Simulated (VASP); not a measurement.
A run of VASP 6.6.1 is set up as follows.

File INCAR:

```
  ALGO = Normal
  EDIFF = 1E-6
  EDIFFG = -0.01
  ENCUT = 600
  GGA = PS
  IBRION = 2
  ISIF = 3
  ISMEAR = -1
  LASPH = True
  LCHARG = False
  LREAL = False
  LWAVE = False
  NELM = 80
  NSW = 100
  PREC = Accurate
  SIGMA = 0.03
```

Contents of KPOINTS:

```
k-points
0
Gamma
  6 6 4
```

The input POSCAR:

```
MgGaF5
1.0
    3.6607162400      0.0000000000      0.0000000000
    0.0000000000      3.6607162400      0.0000000000
    0.0000000000      0.0000000000      6.3783773700
Mg Ga F
1 1 5
Direct
    0.0000000000      0.0000000000      0.5000000000
    0.5000000000      0.5000000000      0.0000000000
    0.0000000000      0.0000000000      0.0000000000
    0.5000000000      0.0000000000      0.7047851500
    0.0000000000      0.5000000000      0.7047851500
    0.5000000000      0.0000000000      0.2952148500
    0.0000000000      0.5000000000      0.2952148500
```

Potentials or basis: VASP PAW PBE potentials, release 64 (Mg, Ga_d, F).

Command:

```console
$ cat potpaw_PBE.64/Mg/POTCAR potpaw_PBE.64/Ga_d/POTCAR potpaw_PBE.64/F/POTCAR > POTCAR
$ mpirun -np 1 vasp_std > vasp.out
```

Task: Predict the relaxed volume.

Result: 9.21 Å³/atom.

Task: What does it give for the band gap on the k mesh?

Result: 0.30 eV (least direct gap 0.95 eV).

Task: Predict the space group after relaxing (to 0.1 Å).

Result: P4/mmm (No. 123).

Forces in eV/Å, atoms in the order of the input:
```
Mg   0.000  0.000  0.000
Ga   0.000  0.000  0.000
F    0.000  0.000  0.000
F    0.000  0.000  0.002
F    0.000  0.000  0.002
F    0.000  0.000 -0.002
F    0.000  0.000 -0.002
```

Caveat: the volume moved by over 15 % at a fixed basis, so the end points are rough; the PAW data sets were made with another functional, which shifts forces and pressure a little. A k mesh can miss the band edges.
